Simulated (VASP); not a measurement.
# SnO2 (R-3m) in VASP: single point with LDA

Aim: the single point of SnO2 with LDA.

Program: VASP 6.6.1. These are calculated values, not measurements. Logs are shortened: lines on timing, memory, paths and dates and some standing lists are left out, and cuts for length are marked.

### Step 1. The cell of the first run

The structure is trigonal, space group R-3m (No. 166). Conventional cell: a = 3.234 Å, b = 3.234 Å, c = 14.402 Å, α = 90.00°, β = 90.00°, γ = 120.00°. Sn (site symmetry -3m) has 6 O at 2.13 Å within 2.8 Å. Within 2.8 Å of O (site symmetry 3m) lie 3 Sn at 2.13 Å and 3 O at 2.76 Å.

### Step 2. Single point, LDA

Contents of INCAR:

```
PREC     = Accurate       # precision mode
ENCUT    = 600            # plane-wave cutoff, eV
EDIFF    = 1E-6           # SCF threshold, eV
ISMEAR   = 0              # smearing method
SIGMA    = 0.01           # smearing width, eV
LREAL    = False          # projectors in reciprocal space
LASPH    = True           # aspherical terms in the spheres
NELM     = 120            # most SCF steps
ALGO     = Normal         # electronic algorithm
ISIF     = 2              # what is computed and relaxed
LWAVE    = False          # write WAVECAR
LCHARG   = True           # write CHGCAR
LELF     = True           # ELF
LVHAR    = True         
NBANDS   = 20             # bands
GGA_COMPAT= False
```

Contents of KPOINTS:

```
Automatic mesh
0
Gamma
  4 4 4
```

Contents of POSCAR:

```
SnO2
1.0
    1.6170930750      0.9336291222      4.8005925833
   -1.6170930750      0.9336291222      4.8005925833
    0.0000000000     -1.8672582443      4.8005925833
Sn O
1 2
Direct
    0.5000000000      0.5000000000      0.5000000000
    0.2371700033      0.2371700033      0.2371700033
    0.7628299967      0.7628299967      0.7628299967
```

Potentials or basis: VASP PAW LDA potentials, release 64 (Sn_d, O).

Command:

```sh
$ cat potpaw_LDA.64/Sn_d/POTCAR potpaw_LDA.64/O/POTCAR > POTCAR
$ mpirun -np 1 vasp_std > vasp.out
```

OUTCAR:

```text
PREC = Accurate
   ENCUT = 600
   EDIFF = 1E-6
   ISMEAR = 0
   LREAL = False
   LASPH = True
   NELM = 120
   ISIF = 2

 ion  position               nearest neighbor table
   1  0.500  0.500  0.500-   2 2.13   2 2.13   3 2.13   3 2.13   2 2.13   3 2.13
   2  0.237  0.237  0.237-   1 2.13   1 2.13   1 2.13
   3  0.763  0.763  0.763-   1 2.13   1 2.13   1 2.13

  LATTYP: Found a trigonal (rhomboedric) cell.
 ALAT       =     5.1509554941
 COS(alpha) =     0.8028828391

  Lattice vectors:

 A1 = (   1.6170930750,   0.9336291222,   4.8005925833)
 A2 = (  -1.6170930750,   0.9336291222,   4.8005925833)
 A3 = (   0.0000000000,  -1.8672582443,   4.8005925833)

Analysis of symmetry for initial positions (statically):
=====================================================================
 Subroutine PRICEL returns:
 Original cell was already a primitive cell.

 Routine SETGRP: Setting up the symmetry group for a
 trigonal (rhombohedral) supercell.

 Subroutine GETGRP returns: Found 12 space group operations
 (whereof 12 operations were pure point group operations)
 out of a pool of 12 trial point group operations.

The static configuration has the point symmetry D_3d.

Analysis of symmetry for dynamics (positions and initial velocities):
=====================================================================
 Subroutine PRICEL returns:
 Original cell was already a primitive cell.

 Routine SETGRP: Setting up the symmetry group for a
 trigonal (rhombohedral) supercell.

 Subroutine GETGRP returns: Found 12 space group operations
 (whereof 12 operations were pure point group operations)
 out of a pool of 12 trial point group operations.

The dynamic configuration has the point symmetry D_3d.

 Subroutine INISYM returns: Found 12 space group operations
 (whereof 12 operations are pure point group operations),
 and found     1 'primitive' translations

----------------------------------------------------------------------------------------

                                     Primitive cell

  volume of cell :      43.4866

  direct lattice vectors                    reciprocal lattice vectors
     1.617093075  0.933629122  4.800592583     0.309196797  0.178514854  0.069435872
    -1.617093075  0.933629122  4.800592583    -0.309196797  0.178514854  0.069435872
     0.000000000 -1.867258244  4.800592583     0.000000000 -0.357029708  0.069435872

  length of vectors
     5.150955494  5.150955494  5.150955494     0.363719058  0.363719058  0.363719058

  position of ions in fractional coordinates (direct lattice)
     0.500000000  0.500000000  0.500000000
     0.237170003  0.237170003  0.237170003
     0.762829997  0.762829997  0.762829997

  ion indices of the primitive-cell ions
   primitive index   ion index
                 1           1
                 2           2
                 3           3

----------------------------------------------------------------------------------------

 KPOINTS: Automatic mesh

Automatic generation of k-mesh.
 Grid dimensions read from file:
 generate k-points for:    4    4    4

 Generating k-lattice:

  Cartesian coordinates                     Fractional coordinates (reciprocal lattice)
     0.077299199  0.044628714  0.017358968     0.250000000 -0.000000000  0.000000000
    -0.077299199  0.044628714  0.017358968    -0.000000000  0.250000000  0.000000000
     0.000000000 -0.089257427  0.017358968     0.000000000  0.000000000  0.250000000

  Length of vectors
     0.090929764  0.090929764  0.090929764

  Shift w.r.t. Gamma in fractional coordinates (k-lattice)
     0.000000000  0.000000000  0.000000000

 Subroutine IBZKPT returns following result:
 ===========================================

 Found     13 irreducible k-points:

 Following reciprocal coordinates:
            Coordinates               Weight
  0.000000  0.000000  0.000000      1.000000
  0.250000  0.000000 -0.000000      6.000000
  0.500000  0.000000 -0.000000      3.000000
  0.250000  0.250000 -0.000000      6.000000
  0.500000  0.250000  0.000000     12.000000
 -0.250000  0.250000  0.000000      6.000000
  0.500000  0.500000 -0.000000      3.000000
  0.250000  0.250000  0.250000      2.000000
  0.500000  0.250000  0.250000      6.000000
 -0.250000  0.250000  0.250000      6.000000
  0.500000  0.500000  0.250000      6.000000
 -0.250000  0.500000  0.250000      6.000000
  0.500000  0.500000  0.500000      1.000000
   k-points           NKPTS =     13   k-points in BZ     NKDIM =     13   number of bands    NBANDS=     20
   number of dos      NEDOS =    301   number of ions     NIONS =      3
   total plane-waves  NPLWV =  74088
   dimension x,y,z NGX =    42 NGY =   42 NGZ =   42
   dimension x,y,z NGXF=    84 NGYF=   84 NGZF=   84
   ions per type =               1   2
   NGX,Y,Z   is equivalent  to a cutoff of  13.56, 13.56, 13.56 a.u.
   NGXF,Y,Z  is equivalent  to a cutoff of  27.11, 27.11, 27.11 a.u.
 SYSTEM =  unknown system
   PREC   = accura    normal or accurate (medium, high low for compatibility)
   ISTART =      0    job   : 0-new  1-cont  2-samecut
   ICHARG =      2    charge: 1-file 2-atom 10-const
   ISPIN  =      1    spin polarized calculation?
   LNONCOLLINEAR =      F non collinear calculations
   LSORBIT =      F    spin-orbit coupling
   LASPH  =      T    aspherical Exc in radial PAW
   ENCUT  =  600.0 eV  44.10 Ry    6.64 a.u.  10.29 10.29 10.29*2*pi/ulx,y,z
   NELM   =    120;   NELMIN=  2; NELMDL= -5     # of ELM steps
   EDIFF  = 0.1E-05   stopping-criterion for ELM
   LREAL  =      F    real-space projection
   EDIFFG = 0.1E-04   stopping-criterion for IOM
   NSW    =      0    number of steps for IOM
   IBRION =     -1    ionic relax: 0-MD 1-quasi-New 2-CG
   NFREE  =      0    steps in history (QN), initial steepest desc. (CG)
   ISIF   =      2    stress and relaxation
   ISYM   =      2    0-nonsym 1-usesym 2-fastsym
   POTIM  = 0.5000    time-step for ionic-motion
   TEBEG  =    0.0;   TEEND  =   0.0 temperature during run
   PSTRESS=    0.0 pullay stress
   NELECT =      26.0000    total number of electrons
   NUPDOWN=      -1.0000    fix difference up-down
   EMIN   =  10.00;   EMAX   =-10.00  energy-range for DOS
   EFERMI =   0.00;   METHOD = LEGACY
   ISMEAR =     0;   SIGMA  =   0.01  broadening in eV -4-tet -1-fermi 0-gaus
   EFERMI_NEDOS =   21; number of points for ismear=-14 and -15
   IALGO  =     38    algorithm
   IMIX   =      4    mixing-type and parameters
     AMIX     =   0.40;   BMIX     =  1.00
     AMIX_MAG =   1.60;   BMIX_MAG =  1.00
  volume/ion in A,a.u.               =      14.50        97.82
  Fermi-wavevector in a.u.,A,eV,Ry     =   1.379158  2.606231 25.879336  1.902078
  Thomas-Fermi vector in A             =   2.504154
   LORBIT       =      0    0 simple, 1 ext, 2 COOP (PROOUT), +10 PAW based schemes
   GGA     = CA    functional components
   LHFCALC =     F    Hartree Fock is set to
   AEXX    =    0.0000 exact exchange contribution
   IVDW    =     0    specifies the selected vdW correction
   LEPSILON=     F    determine dielectric tensor
   LRPA    =     F    only Hartree local field effects (RPA)
 non-spin polarized calculation
 Gauss-broadening in eV      SIGMA  =   0.01
  energy-cutoff  :      600.00
  volume of cell :       43.49
 maximum number of plane-waves:      1466
 NGX is ok and might be reduce to    42
   NGX = 21   NGY = 21   NGZ = 21

 number of electron      26.0000002 magnetization

 Free energy of the ion-electron system (eV)
  ---------------------------------------------------
  ext. energy  EPLUGINS =         0.00000000
  ---------------------------------------------------
  free energy    TOTEN  =       -20.42852834 eV

  energy without entropy =      -20.42852834  energy(sigma->0) =      -20.42852834

 E-fermi :   3.0943     XC(G=0): -10.5604

 val. band max:        2.9736426600   @ k =   0.5000   0.5000  -0.0000
 cond. band min:       4.7611480175   @ k =   0.0000   0.0000   0.0000
 fundamental gap:      1.7875053575
 Fermi energy:         3.0943242552

 k-point     1 :       0.0000    0.0000    0.0000
  band No.  band energies     occupation
      1     -16.9074      2.00000
      2     -16.7203      2.00000
      3     -16.7203      2.00000
      4     -16.5243      2.00000
      5     -16.5243      2.00000
      6     -14.7337      2.00000
[... 12 lines left out ...]
     19      19.9129      0.00000
     20      19.9141      0.00000

 k-point     2 :       0.2500    0.0000   -0.0000
  band No.  band energies     occupation
      1     -17.1268      2.00000
      2     -16.7016      2.00000
      3     -16.6336      2.00000
      4     -16.5814      2.00000
      5     -16.5014      2.00000
      6     -14.2503      2.00000
[... 12 lines left out ...]
     19      16.0618      0.00000
     20      19.6755      0.00000

 k-point     3 :       0.5000    0.0000   -0.0000
  band No.  band energies     occupation
      1     -17.4627      2.00000
      2     -16.6762      2.00000
      3     -16.6228      2.00000
      4     -16.4878      2.00000
      5     -16.3977      2.00000
      6     -13.4631      2.00000
[... 12 lines left out ...]
     19      15.8694      0.00000
     20      16.0838      0.00000

 k-point     4 :       0.2500    0.2500   -0.0000
  band No.  band energies     occupation
      1     -17.1259      2.00000
      2     -16.7010      2.00000
      3     -16.6334      2.00000
      4     -16.5819      2.00000
      5     -16.5013      2.00000
      6     -14.2476      2.00000
[... 176 lines left out ...]
 k-point    12 :      -0.2500    0.5000    0.2500
  band No.  band energies     occupation
      1     -17.2540      2.00000
      2     -16.8851      2.00000
      3     -16.5944      2.00000
      4     -16.5688      2.00000
      5     -16.4541      2.00000
      6     -13.1602      2.00000
[... 12 lines left out ...]
     19      16.6873      0.00000
     20      18.2708      0.00000

 k-point    13 :       0.5000    0.5000    0.5000
  band No.  band energies     occupation
      1     -16.9082      2.00000
      2     -16.7200      2.00000
      3     -16.7200      2.00000
      4     -16.5242      2.00000
      5     -16.5242      2.00000
      6     -14.6284      2.00000
[... 12 lines left out ...]
     19      19.0776      0.00000
     20      20.1157      0.00000

------------------------ aborting loop because EDIFF is reached ----------------------------------------

  FORCE on cell =-STRESS in cart. coord.  units (eV):
  Direction    XX          YY          ZZ          XY          YZ          ZX
  --------------------------------------------------------------------------------------
  -------------------------------------------------------------------------------------
  Total       -2.4882014     -2.4882014     -2.0053056      0.0000000     -0.0000000      0.0000000
  in kB      -91.6728234    -91.6728234    -73.8814897      0.0000000     -0.0000000      0.0000000
  external PRESSURE =     -85.7423788 kB  Pullay stress =       0.0000000 kB

 VOLUME and BASIS-vectors are now :
 -----------------------------------------------------------------------------
  energy-cutoff  :      600.00
  volume of cell :       43.49
      direct lattice vectors                 reciprocal lattice vectors
     1.617093075  0.933629122  4.800592583     0.309196797  0.178514854  0.069435872
    -1.617093075  0.933629122  4.800592583    -0.309196797  0.178514854  0.069435872
     0.000000000 -1.867258244  4.800592583     0.000000000 -0.357029708  0.069435872

 POSITION                                       TOTAL-FORCE (eV/Angst)
 -----------------------------------------------------------------------------------
      0.00000      0.00000      7.20089         0.000000     -0.000000      0.000000
      0.00000      0.00000      3.41567         0.000000     -0.000000     -0.627239
      0.00000      0.00000     10.98611         0.000000      0.000000      0.627239
 -----------------------------------------------------------------------------------
    total drift:                               -0.000000      0.000000     -0.000000

  FREE ENERGIE OF THE ION-ELECTRON SYSTEM (eV)
  ---------------------------------------------------
  free  energy   TOTEN  =       -20.4285283422 eV

  energy  without entropy=      -20.4285283422  energy(sigma->0) =      -20.42852834
```

Wall time 27 s (1 thread of Intel Xeon Platinum 8375C at 2.90GHz (Ice Lake), shared host); peak memory 0.21 GiB.

Results:

```
Free energy            : -20.4285 eV
Pressure               : -8.6 GPa
Largest force          : 0.627 eV/Å
Band gap on the k mesh : 1.79 eV (least direct gap 1.89 eV)
```

Forces on the atoms (eV/Å):
```
Sn   0.000  0.000  0.000
O    0.000  0.000 -0.627
O    0.000  0.000  0.627
```

Levels at points of the mesh, in eV from the valence-band top:
```tsv
k point	band 9	band 10	band 11	band 12	band 13	band 14	band 15	band 16	band 17	band 18
(0.00, 0.00, 0.00)	-1.27	-1.27	-0.88	-0.88	-0.11	1.79	5.51	10.76	10.76	11.32
(0.50, 0.00, 0.00)	-4.17	-2.97	-1.46	-0.59	-0.55	5.16	7.51	9.79	12.10	12.43
(0.50, 0.50, 0.00)	-4.40	-3.06	-1.12	-0.44	0.00	4.88	6.70	10.48	10.97	12.32
(0.50, 0.50, 0.50)	-1.34	-1.34	-1.31	-0.83	-0.83	3.07	5.47	10.94	10.94	11.77
```

Caveat: the k points lie up to 0.57 Å⁻¹ apart; spin-orbit coupling is left out, which moves the levels of the heavy elements.
